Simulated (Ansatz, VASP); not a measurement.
**TaH4 in VASP and in Ansatz**

```
Ta H
1.0
    -1.51682    1.51682    5.22394
     1.51682   -1.51682    5.22394
     1.51682    1.51682   -5.22394
Ta H
1 4
Direct
  0.00000 0.00000 0.00000
  0.61195 0.11195 0.50000
  0.11195 0.61195 0.50000
  0.38805 0.88805 0.50000
  0.88805 0.38805 0.50000
```

Alike in both runs: functional PBE; k mesh 8 × 8 × 8; occupations gaussian, width 0.1 eV; no spin polarisation.

Ansatz relaxed the structure, and its values are those at the end. VASP's run is a single point on that final structure, the one shown.

```csv
,VASP,Ansatz
version,VASP 6.6.1,Ansatz 0.2.0
potentials or method,"VASP PAW PBE potentials, release 64 (Ta_pv, H), cutoff 520 eV","scalar-relativistic, plane waves, PAW"
valence electrons in the cell,15,17
```

|  | VASP | Ansatz | Ansatz less VASP |
| --- | --- | --- | --- |
| gap on the k mesh at the Fermi level (eV) | none | none | - |
| pressure (GPa) | 0.0 | 0.1 | +0.06 |
| rms of the force components (eV/Å) | 0.003 | 0.001 | -0.0018 |

A gap of «none» marks a metal or a gap that the smearing closes. With one functional, cell and mesh, what is left measures potentials, basis and numerics. VASP's potentials hold 15 valence electrons a cell and Ansatz's 17, so a difference there can come from the potentials and not from the codes.

The k mesh is coarse, so the values compare programs but aren't converged. Neither program's run includes spin-orbit coupling.
